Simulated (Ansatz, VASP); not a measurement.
**Two plane-wave programs on MgO**

The input INCAR:

```
PREC = Accurate
ENCUT = 520
EDIFF = 1E-6
ISMEAR = 0
SIGMA = 0.05
LREAL = False
LASPH = True
NELM = 100
ALGO = Normal
ISIF = 2
LWAVE = False
LCHARG = False
GGA = PE
NBANDS = 11
```

KPOINTS

```
Automatic mesh
0
Gamma
  14 14 14
```

File POSCAR:

```
MgO
1.0
    0.0000000000      2.1275072717      2.1275072717
    2.1275072717      0.0000000000      2.1275072717
    2.1275072717      2.1275072717      0.0000000000
Mg O
1 1
Direct
    0.0000000000      0.0000000000      0.0000000000
    0.5000000000      0.5000000000      0.5000000000
```

Input for Ansatz:

```yaml
crystal:
  lattice:
    - [0.0, 2.1275072717, 2.1275072717]
    - [2.1275072717, 0.0, 2.1275072717]
    - [2.1275072717, 2.1275072717, 0.0]
  atoms:
    - { symbol: Mg, position: [0.0, 0.0, 0.0] }
    - { symbol: O, position: [0.5, 0.5, 0.5] }
basis:
  ecutwfc: 420
  ecutrho_ratio: 4
kpoints:
  mp_grid: { grid: [14, 14, 14] }
hamiltonian:
  xc: pbe
scf:
  occupations: { method: gaussian, width: 0.05 }
output:
  forces: true
  stress: true
  eigenvalues: true
```

Alike in both runs: task single point; functional PBE; k mesh 14 × 14 × 14; occupations gaussian, width 0.05 eV; no spin polarisation.

|  | VASP | Ansatz |
| --- | --- | --- |
| version | VASP 6.6.1 | Ansatz 0.2.0 |
| potentials or method | VASP PAW PBE potentials, release 64 (Mg, O), cutoff 520 eV | scalar-relativistic, plane waves, PAW |
| valence electrons in the cell | 8 | 16 |

```csv
,VASP,Ansatz,Ansatz less VASP
gap on the k mesh at the Fermi level (eV),4.44,4.45,+0.017
least direct gap on the mesh (eV),4.44,4.45,+0.017
pressure (GPa),-0.9,-0.1,+0.75
```

VASP's potentials hold 8 valence electrons a cell and Ansatz's 16, so a difference there can come from the potentials and not from the codes.
